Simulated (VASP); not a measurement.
## Sr2ZrO3: single point with PBE

The system is Sr2ZrO3.

```xyz
6
Lattice="4.4125 0.0000 0.0000 -2.2063 3.8213 0.0000 0.0000 0.0000 5.5256" Properties=species:S:1:pos:R:3 pbc="T T T"
Sr    0.0000    2.5476    1.2109
Sr    2.2063    1.2738    4.3147
Zr    0.0000    0.0000    2.7628
O     0.0000    2.5476    3.9993
O     2.2063    1.2738    1.5263
O     0.0000    0.0000    0.0000
```

```json
{
  "Program": "VASP 6.6.1",
  "Task": "single point",
  "Functional": "PBE",
  "Potentials or basis": "VASP PAW PBE potentials, release 64 (Sr_sv, Zr_sv, O)",
  "Cutoff": "520 eV",
  "k mesh": "6 × 6 × 4",
  "Occupations": "gaussian, width 0.1 eV",
  "Spin": "no spin polarisation",
  "Dipole correction": "no",
  "Further INCAR settings": "ALGO = Normal; EDIFF = 1e-06; NBANDS = 34"
}
```

```yaml
Pressure: -4.8 GPa
Largest_force: 2.954 eV/Å
Band_gap_on_the_k_mesh: zero (band 25 reaches 5.90 eV, above the bottom of band 26 at 4.90 eV)
```

Forces in eV/Å, atoms in the order of the input:
```
Sr   0.000  0.000 -2.954
Sr   0.000  0.000  2.954
Zr   0.000  0.000  0.000
O    0.000  0.000 -2.848
O    0.000  0.000  2.848
O    0.000  0.000  0.000
```

Stress tensor (GPa, compression positive):
```
 -0.74   0.00   0.00
  0.00  -0.74   0.00
  0.00   0.00 -12.84
```

Levels at points of the mesh, in eV from the Fermi level:
```tsv
k point	band 23	band 24	band 25	band 26	band 27	band 28
(0.00, 0.00, 0.00)	-1.72	-1.72	-0.77	-0.77	0.60	1.09
(0.50, 0.00, 0.00)	-2.24	-1.74	0.01	0.03	0.48	1.13
(0.00, 0.00, 0.50)	-1.87	-1.87	-0.27	-0.27	1.48	1.85
(0.50, 0.00, 0.50)	-2.05	-1.99	-0.10	0.34	1.20	1.72
```

Wall time 50 s on 1 thread of Intel(R) Xeon(R) 6975P-C (Granite Rapids) (shared host), peak memory 0.25 GiB.

Caveat: forces of over 1 eV/Å act on the atoms, so gaps and moduli don't describe the material at rest.
